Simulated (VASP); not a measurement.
# Pd (P6_3/mmc) in VASP: further runs

Runs on Pd. Level: LDA. Tasks: single point, relaxation of cell and atoms.

Program: VASP 6.6.1. These are calculated values, not measurements. Logs are shortened: lines on timing, memory, paths and dates and some standing lists are left out, and cuts for length are marked.

**1. The cell of the first run**

Symmetry: P6_3/mmc, No. 194, hexagonal system. The conventional cell has a = 2.675 Å, b = 2.675 Å, c = 4.495 Å, α = 90.00°, β = 90.00°, γ = 120.00°. Within 3.5 Å of Pd (site symmetry -6m2) lie 12 Pd at 2.67 to 2.73 Å.

**2. Single point, LDA**

File INCAR:

```
SYSTEM = Pd
ALGO = Normal ; EDIFF = 1E-6
ENCUT = 520 ; ISIF = 2
ISMEAR = -1 ; LASPH = .TRUE.
LCHARG = .FALSE. ; LREAL = .FALSE.
LWAVE = .FALSE. ; NBANDS = 17
NELM = 60 ; PREC = Accurate
SIGMA = 0.05
```

File KPOINTS:

```
k-points
0
G
  10 10 6
  0 0 0
```

File POSCAR:

```
Pd
1.0
    2.6748162483      0.0000000000      0.0000000000
   -1.3374081242      2.3164588215      0.0000000000
    0.0000000000      0.0000000000      4.4954293533
Pd
2
Direct
    0.3333333333      0.6666666667      0.2500000000
    0.6666666667      0.3333333333      0.7500000000
```

Potentials or basis: VASP PAW LDA potentials, release 64 (Pd).

On the command line:

```bash
$ cat potpaw_LDA.64/Pd/POTCAR > POTCAR
$ mpirun -np 1 vasp_std > vasp.out
```

OUTCAR:

```text
SYSTEM = Pd
   EDIFF = 1E-6
   ENCUT = 520
   ISIF = 2
   ISMEAR = -1
   LASPH = .TRUE.
   LREAL = .FALSE.
   NELM = 60
   PREC = Accurate

 ion  position               nearest neighbor table
   1  0.333  0.667  0.250-   2 2.73   2 2.73   2 2.73   2 2.73   2 2.73   2 2.73
   2  0.667  0.333  0.750-   1 2.73   1 2.73   1 2.73   1 2.73   1 2.73   1 2.73

  LATTYP: Found a hexagonal cell.
 ALAT       =     2.6748162483
 C/A-ratio  =     1.6806497853

  Lattice vectors:

 A1 = (   2.6748162483,   0.0000000000,   0.0000000000)
 A2 = (  -1.3374081242,   2.3164588215,   0.0000000000)
 A3 = (   0.0000000000,   0.0000000000,   4.4954293533)

Analysis of symmetry for initial positions (statically):
=====================================================================
 Subroutine PRICEL returns:
 Original cell was already a primitive cell.

 Routine SETGRP: Setting up the symmetry group for a
 hexagonal supercell.

 Subroutine GETGRP returns: Found 24 space group operations
 (whereof 12 operations were pure point group operations)
 out of a pool of 24 trial point group operations.

The static configuration has the point symmetry D_3d.
 The point group associated with its full space group is D_6h.

Analysis of symmetry for dynamics (positions and initial velocities):
=====================================================================
 Subroutine PRICEL returns:
 Original cell was already a primitive cell.

 Routine SETGRP: Setting up the symmetry group for a
 hexagonal supercell.

 Subroutine GETGRP returns: Found 24 space group operations
 (whereof 12 operations were pure point group operations)
 out of a pool of 24 trial point group operations.

The dynamic configuration has the point symmetry D_3d.
 The point group associated with its full space group is D_6h.

 Subroutine INISYM returns: Found 24 space group operations
 (whereof 12 operations are pure point group operations),
 and found     1 'primitive' translations

----------------------------------------------------------------------------------------

                                     Primitive cell

  volume of cell :      27.8541

  direct lattice vectors                    reciprocal lattice vectors
     2.674816248  0.000000000  0.000000000     0.373857457  0.215846703  0.000000000
    -1.337408124  2.316458821  0.000000000     0.000000000  0.431693407  0.000000000
     0.000000000  0.000000000  4.495429353     0.000000000  0.000000000  0.222448163

  length of vectors
     2.674816248  2.674816248  4.495429353     0.431693407  0.431693407  0.222448163

  position of ions in fractional coordinates (direct lattice)
     0.333333333  0.666666667  0.250000000
     0.666666667  0.333333333  0.750000000

  ion indices of the primitive-cell ions
   primitive index   ion index
                 1           1
                 2           2

----------------------------------------------------------------------------------------

 KPOINTS: k-points

Automatic generation of k-mesh.
 Grid dimensions read from file:
 generate k-points for:   10   10    6

 Generating k-lattice:

  Cartesian coordinates                     Fractional coordinates (reciprocal lattice)
     0.037385746  0.021584670  0.000000000     0.100000000  0.000000000  0.000000000
     0.000000000  0.043169341  0.000000000     0.000000000  0.100000000  0.000000000
     0.000000000  0.000000000  0.037074694     0.000000000  0.000000000  0.166666667

  Length of vectors
     0.043169341  0.043169341  0.037074694

  Shift w.r.t. Gamma in fractional coordinates (k-lattice)
     0.000000000  0.000000000  0.000000000

 Subroutine IBZKPT returns following result:
 ===========================================

 Found     56 irreducible k-points:

 Following reciprocal coordinates:
            Coordinates               Weight
  0.000000  0.000000  0.000000      1.000000
  0.100000  0.000000  0.000000      6.000000
  0.200000  0.000000  0.000000      6.000000
  0.300000 -0.000000  0.000000      6.000000
  0.400000  0.000000  0.000000      6.000000
  0.500000  0.000000  0.000000      3.000000
[... 16 lines left out ...]
  0.300000  0.100000  0.166667     24.000000
  0.400000  0.100000  0.166667     24.000000
 [... further k-points ...]
   k-points           NKPTS =     56   k-points in BZ     NKDIM =     56   number of bands    NBANDS=     17
   number of dos      NEDOS =    301   number of ions     NIONS =      2
   total plane-waves  NPLWV =  14400
   dimension x,y,z NGX =    20 NGY =   20 NGZ =   36
   dimension x,y,z NGXF=    40 NGYF=   40 NGZF=   72
   ions per type =               2
   NGX,Y,Z   is equivalent  to a cutoff of  12.43, 12.43, 13.31 a.u.
   NGXF,Y,Z  is equivalent  to a cutoff of  24.86, 24.86, 26.63 a.u.
 SYSTEM =  Pd
   PREC   = accura    normal or accurate (medium, high low for compatibility)
   ISTART =      0    job   : 0-new  1-cont  2-samecut
   ICHARG =      2    charge: 1-file 2-atom 10-const
   ISPIN  =      1    spin polarized calculation?
   LNONCOLLINEAR =      F non collinear calculations
   LSORBIT =      F    spin-orbit coupling
   LASPH  =      T    aspherical Exc in radial PAW
   ENCUT  =  520.0 eV  38.22 Ry    6.18 a.u.   4.97  4.97  8.36*2*pi/ulx,y,z
   NELM   =     60;   NELMIN=  2; NELMDL= -5     # of ELM steps
   EDIFF  = 0.1E-05   stopping-criterion for ELM
   LREAL  =      F    real-space projection
   EDIFFG = 0.1E-04   stopping-criterion for IOM
   NSW    =      0    number of steps for IOM
   IBRION =     -1    ionic relax: 0-MD 1-quasi-New 2-CG
   NFREE  =      0    steps in history (QN), initial steepest desc. (CG)
   ISIF   =      2    stress and relaxation
   ISYM   =      2    0-nonsym 1-usesym 2-fastsym
   POTIM  = 0.5000    time-step for ionic-motion
   TEBEG  =    0.0;   TEEND  =   0.0 temperature during run
   PSTRESS=    0.0 pullay stress
   NELECT =      20.0000    total number of electrons
   NUPDOWN=      -1.0000    fix difference up-down
   EMIN   =  10.00;   EMAX   =-10.00  energy-range for DOS
[... 5 lines left out ...]
     AMIX     =   0.40;   BMIX     =  1.00
     AMIX_MAG =   1.60;   BMIX_MAG =  1.00
  volume/ion in A,a.u.               =      13.93        93.98
  Fermi-wavevector in a.u.,A,eV,Ry     =   1.465958  2.770259 29.239376  2.149033
  Thomas-Fermi vector in A             =   2.581753
   LORBIT       =      0    0 simple, 1 ext, 2 COOP (PROOUT), +10 PAW based schemes
   GGA     = CA    functional components
   LHFCALC =     F    Hartree Fock is set to
   AEXX    =    0.0000 exact exchange contribution
   IVDW    =     0    specifies the selected vdW correction
   LEPSILON=     F    determine dielectric tensor
   LRPA    =     F    only Hartree local field effects (RPA)
 non-spin polarized calculation
  energy-cutoff  :      520.00
  volume of cell :       27.85
 maximum number of plane-waves:       768
 NGX is ok and might be reduce to    20
   NGX =  9   NGY =  9   NGZ = 17

 number of electron      19.9999995 magnetization

 Free energy of the ion-electron system (eV)
  ---------------------------------------------------
  ext. energy  EPLUGINS =         0.00000000
  ---------------------------------------------------
  free energy    TOTEN  =       -12.92642458 eV

  energy without entropy =      -12.89003707  energy(sigma->0) =      -12.90823083

 E-fermi :  10.6321     XC(G=0): -13.8662

 val. band max:       10.6278456318   @ k =   0.3000  -0.0000   0.0000
 cond. band min:      10.6491465443   @ k =   0.4000   0.1000   0.0000
 fundamental gap:      0.0213009125
 Fermi energy:        10.6320596276

 k-point     1 :       0.0000    0.0000    0.0000
  band No.  band energies     occupation
      1       2.9155      2.00000
      2       4.7714      2.00000
      3       7.2905      2.00000
      4       7.5760      2.00000
      5       7.5760      2.00000
      6       7.9589      2.00000
[... 9 lines left out ...]
     16      30.3182      0.00000
     17      33.7679      0.00000

 k-point     2 :       0.1000    0.0000    0.0000
  band No.  band energies     occupation
      1       3.2597      2.00000
      2       5.0233      2.00000
      3       7.1212      2.00000
      4       7.6915      2.00000
      5       7.8205      2.00000
      6       7.8623      2.00000
[... 9 lines left out ...]
     16      30.1935      0.00000
     17      31.9173      0.00000

 k-point     3 :       0.2000    0.0000    0.0000
  band No.  band energies     occupation
      1       4.1644      2.00000
      2       5.5008      2.00000
      3       6.8757      2.00000
      4       7.3221      2.00000
      5       7.5096      2.00000
      6       8.3389      2.00000
[... 9 lines left out ...]
     16      29.8223      0.00000
     17      30.2055      0.00000

 k-point     4 :       0.3000   -0.0000    0.0000
  band No.  band energies     occupation
      1       5.0391      2.00000
      2       5.4410      2.00000
      3       6.2871      2.00000
      4       7.2843      2.00000
      5       7.6027      2.00000
      6       7.9882      2.00000
[... 9 lines left out ...]
     16      27.6482      0.00000
     17      29.6304      0.00000

 k-point     5 :       0.4000    0.0000    0.0000
  band No.  band energies     occupation
      1       4.9889      2.00000
      2       5.3776      2.00000
      3       5.6362      2.00000
      4       7.7353      2.00000
      5       7.8973      2.00000
      6       7.9533      2.00000
[... 9 lines left out ...]
     16      25.7717      0.00000
     17      26.2259      0.00000

 k-point     6 :       0.5000    0.0000    0.0000
  band No.  band energies     occupation
      1       4.8580      2.00000
      2       5.3447      2.00000
      3       5.4151      2.00000
      4       7.6444      2.00000
      5       7.7905      2.00000
      6       8.1972      2.00000
[... 9 lines left out ...]
     16      24.3687      0.00000
     17      24.7276      0.00000

 k-point     7 :       0.1000    0.1000    0.0000
  band No.  band energies     occupation
      1       3.8979      2.00000
      2       5.4378      2.00000
      3       6.8202      2.00000
      4       7.6471      2.00000
      5       7.7245      2.00000
      6       7.9483      2.00000
[... 9 lines left out ...]
     16      30.3421      0.00000
     17      30.7524      0.00000

 k-point     8 :       0.2000    0.1000    0.0000
  band No.  band energies     occupation
      1       4.9114      2.00000
      2       5.7579      2.00000
      3       6.6695      2.00000
      4       6.6911      2.00000
      5       7.5227      2.00000
      6       7.8200      2.00000
[... 9 lines left out ...]
     16      28.6605      0.00000
     17      30.5818      0.00000
[... 203 lines left out ...]
      1       4.9728      2.00000
      2       5.1439      2.00000
      3       6.0701      2.00000
      4       6.9038      2.00000
      5       7.8837      2.00000
      6       8.1609      2.00000
[... 9 lines left out ...]
     16      25.5534      0.00000
     17      27.2656      0.00000

 k-point    20 :       0.5000    0.0000    0.1667
  band No.  band energies     occupation
      1       4.9122      2.00000
      2       4.9378      2.00000
      3       5.9458      2.00000
      4       6.9085      2.00000
      5       7.8026      2.00000
      6       8.3223      2.00000
[... 9 lines left out ...]
     16      25.2104      0.00000
     17      25.2553      0.00000

 k-point    21 :       0.1000    0.1000    0.1667
  band No.  band energies     occupation
      1       4.1117      2.00000
      2       5.5194      2.00000
      3       6.8727      2.00000
      4       7.2689      2.00000
      5       7.5505      2.00000
      6       7.9421      2.00000
[... 9 lines left out ...]
     16      29.8727      0.00000
     17      29.9297      0.00000

 k-point    22 :       0.2000    0.1000    0.1667
  band No.  band energies     occupation
      1       5.0091      2.00000
      2       5.8600      2.00000
      3       6.5061      2.00000
      4       6.8129      2.00000
      5       7.3347      2.00000
      6       7.9351      2.00000
[... 9 lines left out ...]
     16      28.1839      0.00000
     17      29.7654      0.00000

 k-point    23 :       0.3000    0.1000    0.1667
  band No.  band energies     occupation
      1       5.2617      2.00000
      2       5.5432      2.00000
      3       6.2391      2.00000
      4       6.7999      2.00000
      5       7.6602      2.00000
      6       8.1170      2.00000
[... 9 lines left out ...]
     16      25.9644      0.00000
     17      28.3224      0.00000

 k-point    24 :       0.4000    0.1000    0.1667
  band No.  band energies     occupation
      1       5.0913      2.00000
      2       5.2195      2.00000
      3       6.1185      2.00000
      4       6.8707      2.00000
      5       7.5755      2.00000
      6       8.4068      2.00000
[... 9 lines left out ...]
     16      24.8891      0.00000
     17      26.4061      0.00000

 [... further k-points ...]
[... 5 lines left out ...]
  --------------------------------------------------------------------------------------
  -------------------------------------------------------------------------------------
  Total        0.9318906      0.9318906      0.9060241     -0.0000000      0.0000000     -0.0000000
  in kB       53.6025947     53.6025947     52.1147471     -0.0000000      0.0000000     -0.0000000
  external PRESSURE =      53.1066455 kB  Pullay stress =       0.0000000 kB

 VOLUME and BASIS-vectors are now :
 -----------------------------------------------------------------------------
  energy-cutoff  :      520.00
  volume of cell :       27.85
      direct lattice vectors                 reciprocal lattice vectors
     2.674816248  0.000000000  0.000000000     0.373857457  0.215846703  0.000000000
    -1.337408124  2.316458821  0.000000000     0.000000000  0.431693407  0.000000000
     0.000000000  0.000000000  4.495429353     0.000000000  0.000000000  0.222448163

 POSITION                                       TOTAL-FORCE (eV/Angst)
 -----------------------------------------------------------------------------------
     -0.00000      1.54431      1.12386        -0.000000      0.000000      0.000000
      1.33741      0.77215      3.37157         0.000000     -0.000000      0.000000
 -----------------------------------------------------------------------------------
    total drift:                               -0.000000      0.000000     -0.000000

  FREE ENERGIE OF THE ION-ELECTRON SYSTEM (eV)
  ---------------------------------------------------
  free  energy   TOTEN  =       -12.9264245809 eV

  energy  without entropy=      -12.8900370741  energy(sigma->0) =      -12.90823083
```

Wall time 7.3 s (1 thread of Intel Xeon 6975P-C (Granite Rapids), shared host); peak memory 0.14 GiB.

What came out:

* Free energy: -12.9264 eV
* Pressure: 5.3 GPa
* Band gap on the k mesh: zero (band 10 reaches 10.90 eV, above the bottom of band 11 at 9.87 eV)

Levels at points of the mesh, in eV from the Fermi level:
| k point | band 7 | band 8 | band 9 | band 10 | band 11 | band 12 | band 13 | band 14 |
| --- | --- | --- | --- | --- | --- | --- | --- | --- |
| (0.00, 0.00, 0.00) | -2.67 | -1.80 | -1.80 | -0.25 | -0.25 | 0.54 | 7.26 | 17.20 |
| (0.50, 0.00, 0.00) | -2.01 | 0.03 | 0.06 | 0.27 | 2.70 | 4.78 | 9.94 | 10.19 |
| (0.00, 0.00, 0.50) | -3.09 | -3.09 | -0.76 | -0.76 | -0.76 | -0.76 | 14.31 | 14.31 |
| (0.50, 0.00, 0.50) | -0.56 | -0.56 | 0.19 | 0.19 | 2.59 | 2.59 | 8.72 | 8.72 |

(Part 1 of 2 ends here.)
